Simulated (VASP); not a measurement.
# YMo3 (P6_3/mmc) in VASP: notebook

YMo3 is run at these levels: PBE; tasks: single point, relaxation of cell and atoms.

All numbers are computed with VASP 6.6.1; they aren't measurements. Logs are shortened: lines on timing, memory, paths and dates and some standing lists are left out, and cuts for length are marked.

## (1) The cell of the first run

It takes space group P6_3/mmc (No. 194, hexagonal). Conventional cell: a = 6.663 Å, b = 6.663 Å, c = 4.287 Å, α = 90.00°, β = 90.00°, γ = 120.00°. Within 4.1 Å of Y (site symmetry -6m2) lie 12 Mo at 3.14 to 3.35 Å. Mo (site symmetry mm2) has 6 Mo at 2.65 to 2.69 Å and 4 Y at 3.14 to 3.35 Å within 3.5 Å.

## (2) Single point, PBE

File INCAR:

```
SYSTEM = YMo3
  PREC = Accurate
  ENCUT = 520
  EDIFF = 1E-7
  ISMEAR = 0
  SIGMA = 0.1
  LREAL = .False.
  LASPH = .True.
  NELM = 100
  ALGO = Fast
  ISIF = 2
  LWAVE = .False.
  LCHARG = .False.
  GGA = PE
  NBANDS = 63
```

File KPOINTS:

```
Automatic mesh
0
Gamma
  3 3 4
  0 0 0
```

File POSCAR:

```
YMo3
1.0
    6.6630886509      0.0000000000      0.0000000000
   -3.3315443255      5.7704040393      0.0000000000
    0.0000000000      0.0000000000      4.2868448174
Y Mo
2 6
Direct
    0.3333333333      0.6666666667      0.2500000000
    0.6666666667      0.3333333333      0.7500000000
    0.8653874816      0.7307749632      0.2500000000
    0.1346125184      0.8653874816      0.7500000000
    0.2692250368      0.1346125184      0.2500000000
    0.1346125184      0.2692250368      0.7500000000
    0.8653874816      0.1346125184      0.2500000000
    0.7307749632      0.8653874816      0.7500000000
```

Potentials or basis: VASP PAW PBE potentials, release 64 (Y_sv, Mo_sv).

Command:

```console
cat potpaw_PBE.64/Y_sv/POTCAR potpaw_PBE.64/Mo_sv/POTCAR > POTCAR
mpirun -np 1 vasp_std > vasp.out
```

OUTCAR:

```text
SYSTEM = YMo3
   PREC = Accurate
   ENCUT = 520
   EDIFF = 1E-7
   ISMEAR = 0
   LREAL = .False.
   LASPH = .True.
   NELM = 100
   ISIF = 2
   GGA = PE

 ion  position               nearest neighbor table
   1  0.333  0.667  0.250-   4 3.14   4 3.14   6 3.14   6 3.14   8 3.14   8 3.14   5 3.35   3 3.35
                             7 3.35   7 3.35   5 3.35   3 3.35
   2  0.667  0.333  0.750-   7 3.14   7 3.14   3 3.14   3 3.14   5 3.14   5 3.14   8 3.35   6 3.35
                             4 3.35   4 3.35   8 3.35   6 3.35
   3  0.865  0.731  0.250-   4 2.65   4 2.65   8 2.65   8 2.65   5 2.69   7 2.69   2 3.14   2 3.14
                             1 3.35   1 3.35
   4  0.135  0.865  0.750-   5 2.65   5 2.65   3 2.65   3 2.65   6 2.69   8 2.69   1 3.14   1 3.14
                             2 3.35   2 3.35
   5  0.269  0.135  0.250-   4 2.65   4 2.65   6 2.65   6 2.65   3 2.69   7 2.69   2 3.14   2 3.14
                             1 3.35   1 3.35
   6  0.135  0.269  0.750-   7 2.65   7 2.65   5 2.65   5 2.65   8 2.69   4 2.69   1 3.14   1 3.14
                             2 3.35   2 3.35
   7  0.865  0.135  0.250-   8 2.65   8 2.65   6 2.65   6 2.65   3 2.69   5 2.69   2 3.14   2 3.14
                             1 3.35   1 3.35
   8  0.731  0.865  0.750-   7 2.65   7 2.65   3 2.65   3 2.65   6 2.69   4 2.69   1 3.14   1 3.14
                             2 3.35   2 3.35

  LATTYP: Found a hexagonal cell.
 ALAT       =     6.6630886509
 C/A-ratio  =     0.6433720219

  Lattice vectors:

 A1 = (   6.6630886509,   0.0000000000,   0.0000000000)
 A2 = (  -3.3315443255,   5.7704040393,   0.0000000000)
 A3 = (   0.0000000000,   0.0000000000,   4.2868448174)

Analysis of symmetry for initial positions (statically):
=====================================================================
 Subroutine PRICEL returns:
 Original cell was already a primitive cell.

 Routine SETGRP: Setting up the symmetry group for a
 hexagonal supercell.

 Subroutine GETGRP returns: Found 24 space group operations
 (whereof 12 operations were pure point group operations)
 out of a pool of 24 trial point group operations.

The static configuration has the point symmetry D_3d.
 The point group associated with its full space group is D_6h.

Analysis of symmetry for dynamics (positions and initial velocities):
=====================================================================
 Subroutine PRICEL returns:
 Original cell was already a primitive cell.

 Routine SETGRP: Setting up the symmetry group for a
 hexagonal supercell.

 Subroutine GETGRP returns: Found 24 space group operations
 (whereof 12 operations were pure point group operations)
 out of a pool of 24 trial point group operations.

The dynamic configuration has the point symmetry D_3d.
 The point group associated with its full space group is D_6h.

 Subroutine INISYM returns: Found 24 space group operations
 (whereof 12 operations are pure point group operations),
 and found     1 'primitive' translations

----------------------------------------------------------------------------------------

                                     Primitive cell

  volume of cell :     164.8237

  direct lattice vectors                    reciprocal lattice vectors
     6.663088651  0.000000000  0.000000000     0.150080549  0.086649045  0.000000000
    -3.331544325  5.770404039  0.000000000     0.000000000  0.173298090  0.000000000
     0.000000000  0.000000000  4.286844817     0.000000000  0.000000000  0.233271798

  length of vectors
     6.663088651  6.663088651  4.286844817     0.173298090  0.173298090  0.233271798

  position of ions in fractional coordinates (direct lattice)
     0.333333333  0.666666667  0.250000000
     0.666666667  0.333333333  0.750000000
     0.865387482  0.730774963  0.250000000
     0.134612518  0.865387482  0.750000000
     0.269225037  0.134612518  0.250000000
     0.134612518  0.269225037  0.750000000
     0.865387482  0.134612518  0.250000000
     0.730774963  0.865387482  0.750000000

  ion indices of the primitive-cell ions
   primitive index   ion index
                 1           1
                 2           2
                 3           3
                 4           4
                 5           5
                 6           6
                 7           7
                 8           8

----------------------------------------------------------------------------------------

 KPOINTS: Automatic mesh

Automatic generation of k-mesh.
 Grid dimensions read from file:
 generate k-points for:    3    3    4

 Generating k-lattice:

  Cartesian coordinates                     Fractional coordinates (reciprocal lattice)
     0.050026850  0.028883015  0.000000000     0.333333333 -0.000000000  0.000000000
     0.000000000  0.057766030  0.000000000     0.000000000  0.333333333  0.000000000
     0.000000000  0.000000000  0.058317950     0.000000000  0.000000000  0.250000000

  Length of vectors
     0.057766030  0.057766030  0.058317950

  Shift w.r.t. Gamma in fractional coordinates (k-lattice)
     0.000000000  0.000000000  0.000000000

 Subroutine IBZKPT returns following result:
 ===========================================

 Found      9 irreducible k-points:

 Following reciprocal coordinates:
            Coordinates               Weight
  0.000000  0.000000  0.000000      1.000000
  0.333333 -0.000000  0.000000      6.000000
  0.333333  0.333333  0.000000      2.000000
  0.000000  0.000000  0.250000      2.000000
  0.333333 -0.000000  0.250000     12.000000
  0.333333  0.333333  0.250000      4.000000
  0.000000  0.000000  0.500000      1.000000
  0.333333 -0.000000  0.500000      6.000000
  0.333333  0.333333  0.500000      2.000000
   k-points           NKPTS =      9   k-points in BZ     NKDIM =      9   number of bands    NBANDS=     63
   number of dos      NEDOS =    301   number of ions     NIONS =      8
   total plane-waves  NPLWV =  80000
   dimension x,y,z NGX =    50 NGY =   50 NGZ =   32
   dimension x,y,z NGXF=   100 NGYF=  100 NGZF=   64
   ions per type =               2   6
   NGX,Y,Z   is equivalent  to a cutoff of  12.48, 12.48, 12.41 a.u.
   NGXF,Y,Z  is equivalent  to a cutoff of  24.95, 24.95, 24.82 a.u.
 SYSTEM =  YMo3
   PREC   = accura    normal or accurate (medium, high low for compatibility)
   ISTART =      0    job   : 0-new  1-cont  2-samecut
   ICHARG =      2    charge: 1-file 2-atom 10-const
   ISPIN  =      1    spin polarized calculation?
   LNONCOLLINEAR =      F non collinear calculations
   LSORBIT =      F    spin-orbit coupling
   LASPH  =      T    aspherical Exc in radial PAW
   ENCUT  =  520.0 eV  38.22 Ry    6.18 a.u.  12.39 12.39  7.97*2*pi/ulx,y,z
   NELM   =    100;   NELMIN=  2; NELMDL= -5     # of ELM steps
   EDIFF  = 0.1E-06   stopping-criterion for ELM
   LREAL  =      F    real-space projection
   EDIFFG = 0.1E-05   stopping-criterion for IOM
   NSW    =      0    number of steps for IOM
   IBRION =     -1    ionic relax: 0-MD 1-quasi-New 2-CG
   NFREE  =      0    steps in history (QN), initial steepest desc. (CG)
   ISIF   =      2    stress and relaxation
   ISYM   =      2    0-nonsym 1-usesym 2-fastsym
   POTIM  = 0.5000    time-step for ionic-motion
   TEBEG  =    0.0;   TEEND  =   0.0 temperature during run
   PSTRESS=    0.0 pullay stress
   NELECT =     106.0000    total number of electrons
   NUPDOWN=      -1.0000    fix difference up-down
   EMIN   =  10.00;   EMAX   =-10.00  energy-range for DOS
   EFERMI =   0.00;   METHOD = LEGACY
   ISMEAR =     0;   SIGMA  =   0.10  broadening in eV -4-tet -1-fermi 0-gaus
   EFERMI_NEDOS =   21; number of points for ismear=-14 and -15
   IALGO  =     68    algorithm
   IMIX   =      4    mixing-type and parameters
     AMIX     =   0.40;   BMIX     =  1.00
     AMIX_MAG =   1.60;   BMIX_MAG =  1.00
  volume/ion in A,a.u.               =      20.60       139.04
  Fermi-wavevector in a.u.,A,eV,Ry     =   1.413091  2.670356 27.168486  1.996827
  Thomas-Fermi vector in A             =   2.534773
   LORBIT       =      0    0 simple, 1 ext, 2 COOP (PROOUT), +10 PAW based schemes
   GGA     = PE    functional components
   LHFCALC =     F    Hartree Fock is set to
   AEXX    =    0.0000 exact exchange contribution
   IVDW    =     0    specifies the selected vdW correction
   LEPSILON=     F    determine dielectric tensor
   LRPA    =     F    only Hartree local field effects (RPA)
 non-spin polarized calculation
 RMM-DIIS sequential band-by-band and
 Gauss-broadening in eV      SIGMA  =   0.10
  energy-cutoff  :      520.00
  volume of cell :      164.82
 maximum number of plane-waves:      4468
 NGX is ok and might be reduce to    50
   NGX = 25   NGY = 25   NGZ = 15

 number of electron     106.0000014 magnetization

 Free energy of the ion-electron system (eV)
  ---------------------------------------------------
  ext. energy  EPLUGINS =         0.00000000
  ---------------------------------------------------
  free energy    TOTEN  =       -74.92047556 eV

  energy without entropy =      -74.89010961  energy(sigma->0) =      -74.90529259

 E-fermi :   7.8917     XC(G=0): -11.5838

 val. band max:        7.8821384020   @ k =   0.3333  -0.0000   0.5000
 cond. band min:       7.9499378816   @ k =   0.3333   0.3333   0.0000
 fundamental gap:      0.0677994796
 Fermi energy:         7.8917076584

 k-point     1 :       0.0000    0.0000    0.0000
  band No.  band energies     occupation
      1     -52.8536      2.00000
      2     -52.6727      2.00000
      3     -52.6727      2.00000
      4     -52.5325      2.00000
      5     -52.5135      2.00000
      6     -52.5135      2.00000
[... 55 lines left out ...]
     62       9.4972      0.00000
     63       9.6370      0.00000

 k-point     2 :       0.3333   -0.0000    0.0000
  band No.  band energies     occupation
      1     -52.8532      2.00000
      2     -52.6731      2.00000
      3     -52.6727      2.00000
      4     -52.5322      2.00000
      5     -52.5138      2.00000
      6     -52.5135      2.00000
[... 451 lines left out ...]
     62       9.4689      0.00000
     63       9.9033      0.00000

 k-point     9 :       0.3333    0.3333    0.5000
  band No.  band energies     occupation
      1     -52.6946      2.00000
      2     -52.6946      2.00000
      3     -52.5937      2.00000
      4     -52.5937      2.00000
      5     -52.5931      2.00000
      6     -52.5931      2.00000
[... 55 lines left out ...]
     62       9.5349      0.00000
     63       9.5513      0.00000

------------------------ aborting loop because EDIFF is reached ----------------------------------------

  FORCE on cell =-STRESS in cart. coord.  units (eV):
  Direction    XX          YY          ZZ          XY          YZ          ZX
  --------------------------------------------------------------------------------------
  -------------------------------------------------------------------------------------
  Total        0.4740164      0.4740164      0.4724734     -0.0000000     -0.0000000     -0.0000000
  in kB        4.6077017      4.6077017      4.5927026     -0.0000000     -0.0000000     -0.0000000
  external PRESSURE =       4.6027020 kB  Pullay stress =       0.0000000 kB

 VOLUME and BASIS-vectors are now :
 -----------------------------------------------------------------------------
  energy-cutoff  :      520.00
  volume of cell :      164.82
      direct lattice vectors                 reciprocal lattice vectors
     6.663088651  0.000000000  0.000000000     0.150080549  0.086649045  0.000000000
    -3.331544325  5.770404039  0.000000000     0.000000000  0.173298090  0.000000000
     0.000000000  0.000000000  4.286844817     0.000000000  0.000000000  0.233271798

 POSITION                                       TOTAL-FORCE (eV/Angst)
 -----------------------------------------------------------------------------------
     -0.00000      3.84694      1.07171         0.000000      0.000000      0.000000
      3.33154      1.92347      3.21513         0.000000     -0.000000      0.000000
      3.33154      4.21687      1.07171         0.000000     -0.031385     -0.000000
     -1.98614      4.99364      3.21513         0.027180     -0.015692      0.000000
      1.34540      0.77677      1.07171         0.027180      0.015692      0.000000
     -0.00000      1.55354      3.21513        -0.000000      0.031385      0.000000
      5.31769      0.77677      1.07171        -0.027180      0.015692      0.000000
      1.98614      4.99364      3.21513        -0.027180     -0.015692     -0.000000
 -----------------------------------------------------------------------------------
    total drift:                               -0.000001      0.000000      0.000000

  FREE ENERGIE OF THE ION-ELECTRON SYSTEM (eV)
  ---------------------------------------------------
  free  energy   TOTEN  =       -74.9204755603 eV

  energy  without entropy=      -74.8901096111  energy(sigma->0) =      -74.90529259
```

Run time: 95 s. Hardware: 1 thread of AMD EPYC 9R45 (Zen 5), shared host; peak memory 0.28 GiB.

Results:

```yaml
Free_energy: -74.9205 eV
Pressure: 0.5 GPa
Largest_force: 0.031 eV/Å
Band_gap_on_the_k_mesh: zero (bands 53 and 54 overlap by 1.21 eV)
```

Forces on the atoms (eV/Å):
```
Y    0.000  0.000  0.000
Y    0.000  0.000  0.000
Mo   0.000 -0.031  0.000
Mo   0.027 -0.016  0.000
Mo   0.027  0.016  0.000
Mo   0.000  0.031  0.000
Mo  -0.027  0.016  0.000
Mo  -0.027 -0.016  0.000
```

Levels at points of the mesh, in eV from the Fermi level:
```tsv
k point	band 49	band 50	band 51	band 52	band 53	band 54	band 55	band 56
(0.00, 0.00, 0.00)	-0.81	-0.59	-0.59	0.62	0.62	0.63	0.63	0.87
(0.00, 0.00, 0.50)	-1.09	-1.09	0.33	0.33	0.61	0.61	0.91	0.91
```

Caveat: the k points lie up to 0.37 Å⁻¹ apart, too coarse for converged energies and pressures of a metal.

[end of part 1 of 2]

The gap in the log of VASP goes by the Fermi energy; the results here count the filled bands.